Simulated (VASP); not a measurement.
A run of VASP 6.6.1 is set up as follows.

Contents of INCAR:

```
SYSTEM = Si3C4
ALGO     = Normal         ! electronic algorithm
EDIFF    = 1E-6           ! SCF threshold, eV
ENCUT    = 520            ! plane-wave cutoff, eV
GGA      = PS             ! functional
GGA_COMPAT= .FALSE.      
ISIF     = 2              ! what is computed and relaxed
ISMEAR   = -1             ! smearing method
ISPIN    = 2              ! spin polarisation
ISYM     = -1           
IVDW     = 13             ! dispersion correction
LASPH    = .TRUE.         ! aspherical terms in the spheres
LCHARG   = .TRUE.         ! write CHGCAR
LELF     = .TRUE.         ! ELF
LORBIT   = 11             ! projections on sites
LREAL    = .FALSE.        ! projectors in reciprocal space
LVHAR    = .TRUE.       
LWAVE    = .FALSE.        ! write WAVECAR
MAGMOM   = 0.375 0.375 0.375 0.375 0.375 0.375 0.375 0.375 0 0 0 0 0 0 ! initial moments
NBANDS   = 45             ! bands
NELECT   = 55.0         
NELM     = 200            ! most SCF steps
PREC     = Accurate       ! precision mode
SIGMA    = 0.05           ! smearing width, eV
```

KPOINTS

```
explicit points
4
Reciprocal
  0.25000000   0.25000000   0.25000000 2
  0.25000000   0.25000000   0.75000000 2
  0.25000000   0.75000000   0.25000000 2
  0.25000000   0.75000000   0.75000000 2
```

POSCAR

```
Si3C4
1.0
    0.0000000000      4.3568530000      4.3568530000
    4.3568530000      0.0000000000      4.3568530000
    4.3568530000      4.3568530000      0.0000000000
C Si
8 6
Direct
    0.1302630000      0.1286310000      0.1211150000
    0.6324420000      0.6245750000      0.6233100000
    0.1262190000      0.1226100000      0.6300860000
    0.6175920000      0.6225110000      0.1329360000
    0.1210300000      0.6318040000      0.1215620000
    0.6283910000      0.1242450000      0.6272300000
    0.6261810000      0.1252630000      0.1293730000
    0.1224900000      0.6221390000      0.6249310000
    0.9996980000      0.9963090000      0.4945370000
    0.4931860000      0.4990690000      0.0059220000
    0.0011980000      0.4958720000      0.9961440000
    0.4950660000      0.9979470000      0.4999500000
    0.4959290000      0.0015310000      0.9971520000
    0.0063970000      0.4917200000      0.4999270000
```

Potentials or basis: VASP PAW PBE potentials, release 64 (C, Si).

The run is started by

```console
$ cat potpaw_PBE.64/C/POTCAR potpaw_PBE.64/Si/POTCAR > POTCAR
$ mpirun -np 1 vasp_std > vasp.out
```

Q: What does it give for the dispersion energy per atom?

A: -0.160 eV.

Q: What does it give for the net moment?

A: 0.00 μB per cell.

Forces in eV/Å, atoms in the order of the input:
```
C    1.165  0.974  0.326
C    1.449  1.296  0.561
C   -1.434 -1.224  0.012
C   -1.041 -0.712  1.243
C   -1.070  0.735 -1.286
C   -1.331  0.012 -1.186
C    0.271 -1.488 -1.212
C    0.706 -0.929 -0.491
Si   0.545  0.673  0.103
Si  -0.308 -0.044  0.407
Si   1.168 -0.625  0.200
Si   0.273  0.673  0.600
Si  -0.409  1.197  0.485
Si   0.015 -0.537  0.238
```

Caveat: the cell carries a net charge on a neutralising background, which shifts energy and pressure; the PAW data sets were made with another functional, which shifts forces and pressure a little.
